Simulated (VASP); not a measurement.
# PtSe2 in VASP: single point with PBE+D3(BJ)

Aim: the single point of PtSe2 with PBE+D3(BJ).

All numbers are computed with VASP 6.6.1; they aren't measurements. Logs are shortened: lines on timing, memory, paths and dates and some standing lists are left out, and cuts for length are marked.

## (1) The cell of the first run

The cell holds a slab with vacuum, 6 atoms: a = 3.707 Å, b = 3.707 Å, c = 22.798 Å, α = 90.00°, β = 90.00°, γ = 120.00°.

## (2) Single point, PBE+D3(BJ) (layers slid over each other, then relaxed in part)

Contents of INCAR:

```
SYSTEM = PtSe2
PREC     = Accurate       ! precision mode
ENCUT    = 520            ! plane-wave cutoff, eV
EDIFF    = 1E-7           ! SCF threshold, eV
ISMEAR   = 0              ! smearing method
SIGMA    = 0.05           ! smearing width, eV
LREAL    = .False.        ! projectors in reciprocal space
LASPH    = .True.         ! aspherical terms in the spheres
NELM     = 60             ! most SCF steps
ALGO     = Normal         ! electronic algorithm
ISIF     = 2              ! what is computed and relaxed
LWAVE    = .False.        ! write WAVECAR
LCHARG   = .True.         ! write CHGCAR
LDIPOL   = .True.       
IDIPOL   = 3            
DIPOL    = 0.5 0.5 0.375
GGA      = PE             ! functional
IVDW     = 12             ! dispersion correction
LELF     = .True.         ! ELF
LVHAR    = .True.       
LVACPOTAV= .True.       
NBANDS   = 31             ! bands
```

Contents of KPOINTS:

```
Automatic mesh
0
Gamma
  9 9 1
  0 0 0
```

Contents of POSCAR:

```
PtSe2
1.0
    3.7070359042      0.0000000000      0.0000000000
   -1.8535179521      3.2103872658      0.0000000000
    0.0000000000      0.0000000000     22.7981610971
Se Pt
4 2
Direct
    0.6666666667      0.3333333334      0.1973843408
    0.3333333333      0.6666666666      0.3134019804
    0.3333333333      1.1666666666      0.4366220884
    0.6666666667      0.8333333334      0.5526369765
    0.0000000000      0.0000000000      0.2556666630
    1.0000000000      1.5000000000      0.4943553863
```

Potentials or basis: VASP PAW PBE potentials, release 64 (Se, Pt).

Launch:

```
cat potpaw_PBE.64/Se/POTCAR potpaw_PBE.64/Pt/POTCAR > POTCAR
mpirun -np 1 vasp_std > vasp.out
```

OUTCAR:

```text
SYSTEM = PtSe2
   PREC = Accurate
   ENCUT = 520
   EDIFF = 1E-7
   ISMEAR = 0
   LREAL = .False.
   LASPH = .True.
   NELM = 60
   ISIF = 2
   GGA = PE
   IVDW = 12
 IVDW          = 12

 ion  position               nearest neighbor table
   1  0.667  0.333  0.197-   5 2.52   5 2.52   5 2.52
   2  0.333  0.667  0.313-   5 2.51   5 2.51   5 2.51
   3  0.333  0.167  0.437-   6 2.51   6 2.51   6 2.51
   4  0.667  0.833  0.553-   6 2.52   6 2.52   6 2.52
   5  0.000  0.000  0.256-   2 2.51   2 2.51   2 2.51   1 2.52   1 2.52   1 2.52
   6  0.000  0.500  0.494-   3 2.51   3 2.51   3 2.51   4 2.52   4 2.52   4 2.52

  LATTYP: Found a hexagonal cell.
 ALAT       =     3.7070359042
 C/A-ratio  =     6.1499704039

  Lattice vectors:

 A1 = (   3.7070359042,   0.0000000000,   0.0000000000)
 A2 = (  -1.8535179521,   3.2103872658,   0.0000000000)
 A3 = (   0.0000000000,   0.0000000000,  22.7981610971)

Analysis of symmetry for initial positions (statically):
=====================================================================
 Subroutine PRICEL returns:
 Original cell was already a primitive cell.

 Routine SETGRP: Setting up the symmetry group for a
 hexagonal supercell.

 Subroutine GETGRP returns: Found  4 space group operations
 (whereof  2 operations were pure point group operations)
 out of a pool of 24 trial point group operations.

The static configuration has the point symmetry C_1h.
 The point group associated with its full space group is C_2v.

Analysis of symmetry for dynamics (positions and initial velocities):
=====================================================================
 Subroutine PRICEL returns:
 Original cell was already a primitive cell.

 Routine SETGRP: Setting up the symmetry group for a
 hexagonal supercell.

 Subroutine GETGRP returns: Found  4 space group operations
 (whereof  2 operations were pure point group operations)
 out of a pool of 24 trial point group operations.

The dynamic configuration has the point symmetry C_1h.
 The point group associated with its full space group is C_2v.

 Subroutine INISYM returns: Found  4 space group operations
 (whereof  2 operations are pure point group operations),
 and found     1 'primitive' translations

----------------------------------------------------------------------------------------

                                     Primitive cell

  volume of cell :     271.3214

  direct lattice vectors                    reciprocal lattice vectors
     3.707035904  0.000000000  0.000000000     0.269757301  0.155744450  0.000000000
    -1.853517952  3.210387266  0.000000000     0.000000000  0.311488901  0.000000000
     0.000000000  0.000000000 22.798161097     0.000000000  0.000000000  0.043863187

  length of vectors
     3.707035904  3.707035904 22.798161097     0.311488901  0.311488901  0.043863187

  position of ions in fractional coordinates (direct lattice)
     0.666666667  0.333333333  0.197384341
     0.333333333  0.666666667  0.313401980
     0.333333333  0.166666667  0.436622088
     0.666666667  0.833333333  0.552636976
     0.000000000  0.000000000  0.255666663
     0.000000000  0.500000000  0.494355386

  ion indices of the primitive-cell ions
   primitive index   ion index
                 1           1
                 2           2
                 3           3
                 4           4
                 5           5
                 6           6

----------------------------------------------------------------------------------------

 KPOINTS: Automatic mesh

Automatic generation of k-mesh.
 Grid dimensions read from file:
 generate k-points for:    9    9    1

 Generating k-lattice:

  Cartesian coordinates                     Fractional coordinates (reciprocal lattice)
     0.029973033  0.017304939  0.000000000     0.111111111  0.000000000  0.000000000
     0.000000000  0.034609878  0.000000000     0.000000000  0.111111111  0.000000000
     0.000000000  0.000000000  0.043863187     0.000000000  0.000000000  1.000000000

  Length of vectors
     0.034609878  0.034609878  0.043863187

  Shift w.r.t. Gamma in fractional coordinates (k-lattice)
     0.000000000  0.000000000  0.000000000

 Subroutine IBZKPT returns following result:
 ===========================================

 Found     25 irreducible k-points:

 Following reciprocal coordinates:
            Coordinates               Weight
  0.000000  0.000000  0.000000      1.000000
  0.111111  0.000000  0.000000      2.000000
  0.000000  0.111111  0.000000      4.000000
  0.222222  0.000000  0.000000      2.000000
  0.000000  0.222222  0.000000      4.000000
  0.333333  0.000000  0.000000      2.000000
[... 16 lines left out ...]
 -0.222222 -0.444444  0.000000      4.000000
  0.444444  0.333333  0.000000      4.000000
   k-points           NKPTS =     25   k-points in BZ     NKDIM =     25   number of bands    NBANDS=     31
   number of dos      NEDOS =    301   number of ions     NIONS =      6
   total plane-waves  NPLWV = 141120
   dimension x,y,z NGX =    28 NGY =   28 NGZ =  180
   dimension x,y,z NGXF=    56 NGYF=   56 NGZF=  360
   ions per type =               4   2
   NGX,Y,Z   is equivalent  to a cutoff of  12.56, 12.56, 13.13 a.u.
   NGXF,Y,Z  is equivalent  to a cutoff of  25.11, 25.11, 26.25 a.u.
 SYSTEM =  PtSe2
   PREC   = accura    normal or accurate (medium, high low for compatibility)
   ISTART =      0    job   : 0-new  1-cont  2-samecut
   ICHARG =      2    charge: 1-file 2-atom 10-const
   ISPIN  =      1    spin polarized calculation?
   LNONCOLLINEAR =      F non collinear calculations
   LSORBIT =      F    spin-orbit coupling
   LASPH  =      T    aspherical Exc in radial PAW
   ENCUT  =  520.0 eV  38.22 Ry    6.18 a.u.   6.89  6.89 42.39*2*pi/ulx,y,z
   NELM   =     60;   NELMIN=  2; NELMDL= -5     # of ELM steps
   EDIFF  = 0.1E-06   stopping-criterion for ELM
   LREAL  =      F    real-space projection
   EDIFFG = 0.1E-05   stopping-criterion for IOM
   NSW    =      0    number of steps for IOM
   IBRION =     -1    ionic relax: 0-MD 1-quasi-New 2-CG
   NFREE  =      0    steps in history (QN), initial steepest desc. (CG)
   ISIF   =      2    stress and relaxation
   ISYM   =      2    0-nonsym 1-usesym 2-fastsym
   POTIM  = 0.5000    time-step for ionic-motion
   TEBEG  =    0.0;   TEEND  =   0.0 temperature during run
   PSTRESS=    0.0 pullay stress
   NELECT =      44.0000    total number of electrons
   NUPDOWN=      -1.0000    fix difference up-down
   EMIN   =  10.00;   EMAX   =-10.00  energy-range for DOS
   EFERMI =   0.00;   METHOD = LEGACY
   ISMEAR =     0;   SIGMA  =   0.05  broadening in eV -4-tet -1-fermi 0-gaus
   EFERMI_NEDOS =   21; number of points for ismear=-14 and -15
   IALGO  =     38    algorithm
   IMIX   =      4    mixing-type and parameters
     AMIX     =   0.40;   BMIX     =  1.00
     AMIX_MAG =   1.60;   BMIX_MAG =  1.00
  volume/ion in A,a.u.               =      45.22       305.16
  Fermi-wavevector in a.u.,A,eV,Ry     =   0.892752  1.687057 10.843937  0.797007
  Thomas-Fermi vector in A             =   2.014742
   LORBIT       =      0    0 simple, 1 ext, 2 COOP (PROOUT), +10 PAW based schemes
   GGA     = PE    functional components
   LHFCALC =     F    Hartree Fock is set to
   AEXX    =    0.0000 exact exchange contribution
   IVDW    =    12    specifies the selected vdW correction
   LEPSILON=     F    determine dielectric tensor
   LRPA    =     F    only Hartree local field effects (RPA)
 non-spin polarized calculation
 Gauss-broadening in eV      SIGMA  =   0.05
  energy-cutoff  :      520.00
  volume of cell :      271.32
 maximum number of plane-waves:      7334
   NGX = 13   NGY = 13   NGZ = 85

 number of electron      44.0000001 magnetization

 dipolmoment           0.000000      0.000000     -0.000209 electrons x Angstroem

 Free energy of the ion-electron system (eV)
  ---------------------------------------------------
  ext. energy  EPLUGINS =         0.00000000
  ---------------------------------------------------
  free energy    TOTEN  =       -28.50246344 eV

  energy without entropy =      -28.50246344  energy(sigma->0) =      -28.50246344

 E-fermi :   0.1878     XC(G=0):  -5.4003

 val. band max:       -0.0340742850   @ k =   0.0000   0.1111   0.0000
 cond. band min:       0.4312120935   @ k =   0.2222   0.0000   0.0000
 fundamental gap:      0.4652863785
 Fermi energy:         0.1878250922

 k-point     1 :       0.0000    0.0000    0.0000
  band No.  band energies     occupation
      1     -14.8928      2.00000
      2     -14.6806      2.00000
      3     -13.1768      2.00000
      4     -12.8304      2.00000
      5      -6.2633      2.00000
      6      -5.8153      2.00000
[... 23 lines left out ...]
     30       4.8719      0.00000
     31       5.0051      0.00000

 k-point     2 :       0.1111    0.0000    0.0000
  band No.  band energies     occupation
      1     -14.7625      2.00000
      2     -14.5476      2.00000
      3     -13.1718      2.00000
      4     -12.8446      2.00000
      5      -6.1731      2.00000
      6      -5.8172      2.00000
[... 23 lines left out ...]
     30       5.3301      0.00000
     31       5.6919      0.00000

 k-point     3 :       0.0000    0.1111    0.0000
  band No.  band energies     occupation
      1     -14.7596      2.00000
      2     -14.5493      2.00000
      3     -13.1674      2.00000
      4     -12.8496      2.00000
      5      -6.1767      2.00000
      6      -5.8292      2.00000
[... 703 lines left out ...]
     30       6.9615      0.00000
     31       7.4745      0.00000

 k-point    24 :       0.4444    0.3333    0.0000
  band No.  band energies     occupation
      1     -13.3459      2.00000
      2     -13.1739      2.00000
      3     -13.0832      2.00000
      4     -13.0518      2.00000
      5      -6.3595      2.00000
      6      -6.3308      2.00000
[... 23 lines left out ...]
     30       7.0991      0.00000
     31       7.5241      0.00000

 [... further k-points ...]

------------------------ aborting loop because EDIFF is reached ----------------------------------------

 Edisp (eV)   -2.21307

 E8    (eV) :    -0.9816

  FORCE on cell =-STRESS in cart. coord.  units (eV):
  Direction    XX          YY          ZZ          XY          YZ          ZX
  --------------------------------------------------------------------------------------
  -------------------------------------------------------------------------------------
  Total       0.18495     0.53558    -0.04477    -0.30366     0.00000    -0.00000
  in kB       1.09216     3.16267    -0.26435    -1.79312     0.00000    -0.00000
  external pressure =        1.33 kB  Pullay stress =        0.00 kB

 VOLUME and BASIS-vectors are now :
 -----------------------------------------------------------------------------
  energy-cutoff  :      520.00
  volume of cell :      271.32
      direct lattice vectors                 reciprocal lattice vectors
     3.707035904  0.000000000  0.000000000     0.269757301  0.155744450  0.000000000
    -1.853517952  3.210387266  0.000000000     0.000000000  0.311488901  0.000000000
     0.000000000  0.000000000 22.798161097     0.000000000  0.000000000  0.043863187

 POSITION                                       TOTAL-FORCE (eV/Angst)
 -----------------------------------------------------------------------------------
      1.85352      1.07013      4.50000        -0.033891     -0.019567      0.000038
     -0.00000      2.14026      7.14499        -0.008051     -0.004648      0.001260
      0.92676      0.53506      9.95418        -0.008051     -0.004648     -0.001260
      0.92676      2.67532     12.59911        -0.033891     -0.019567     -0.000038
      0.00000      0.00000      5.82873         0.041942      0.024215     -0.000863
     -0.92676      1.60519     11.27039         0.041942      0.024215      0.000863
 -----------------------------------------------------------------------------------
    total drift:                                0.000029      0.000017     -0.023190

  FREE ENERGIE OF THE ION-ELECTRON SYSTEM (eV)
  ---------------------------------------------------
  free  energy   TOTEN  =       -30.7155355584 eV

  energy  without entropy=      -30.7155355584  energy(sigma->0) =      -30.71553556

 vacuum level on the upper side and lower side of the slab         4.988         4.991
```

Wall time 6.3 min (1 thread of Intel Xeon Platinum 8488C (Sapphire Rapids), shared host); peak memory 0.48 GiB.

Results:

```yaml
Free_energy: -30.7155 eV
Largest_force: 0.048 eV/Å
Band_gap_on_the_k_mesh: 0.47 eV (least direct gap 0.78 eV)
Dispersion_energy_per_atom: -0.369 eV
```

Forces on the atoms (eV/Å):
```
Se  -0.034 -0.020  0.000
Se  -0.008 -0.005  0.001
Se  -0.008 -0.005 -0.001
Se  -0.034 -0.020  0.000
Pt   0.042  0.024 -0.001
Pt   0.042  0.024  0.001
```

Levels at points of the mesh, in eV from the valence-band top:
```tsv
k point	band 19	band 20	band 21	band 22	band 23	band 24	band 25	band 26
(0.00, 0.00, 0.00)	-0.74	-0.64	-0.54	-0.35	2.07	2.21	2.35	2.50
```

Caveat: the cell differs from its parent crystal (layers slid over each other, then relaxed in part); spin-orbit coupling is left out, which moves the levels of the heavy elements.
